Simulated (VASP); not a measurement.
A run of VASP 6.6.1 is set up as follows.

File INCAR:

```
SYSTEM = GaN
PREC     = Accurate       ! precision mode
ENCUT    = 520            ! plane-wave cutoff, eV
EDIFF    = 1E-6           ! SCF threshold, eV
ISMEAR   = -1             ! smearing method
SIGMA    = 0.05           ! smearing width, eV
LREAL    = .FALSE.        ! projectors in reciprocal space
LASPH    = .TRUE.         ! aspherical terms in the spheres
NELM     = 80             ! most SCF steps
ALGO     = Normal         ! electronic algorithm
ISIF     = 2              ! what is computed and relaxed
LWAVE    = .FALSE.        ! write WAVECAR
LCHARG   = .FALSE.        ! write CHGCAR
GGA      = B5             ! functional
ALDAX    = 1.0          
AGGAX    = 1.0          
AGGAC    = 1.0          
ALDAC    = 0.0          
NBANDS   = 16             ! bands
```

Contents of KPOINTS:

```
regular mesh
0
G
  10 10 10
  0 0 0
```

Contents of POSCAR:

```
GaN
1.0
    0.0000000000      2.2230441631      2.2230441631
    2.2230441631      0.0000000000      2.2230441631
    2.2230441631      2.2230441631      0.0000000000
Ga N
1 1
Direct
    0.0000000000      0.0000000000      0.0000000000
    0.2500000000      0.2500000000      0.2500000000
```

Potentials or basis: VASP PAW PBE potentials, release 64 (Ga_d, N).

Launch:

```sh
$ cat potpaw_PBE.64/Ga_d/POTCAR potpaw_PBE.64/N/POTCAR > POTCAR
$ mpirun -np 1 vasp_std > vasp.out
```

Question: Predict the band gap on the k mesh.

Answer: 2.08 eV, direct.

Question: What does it give for the pressure?

Answer: 21.3 GPa.

Caveat: the PAW data sets were made with another functional, which shifts forces and pressure a little. A hybrid or GW would open this gap; BLYP tends to underestimate it.
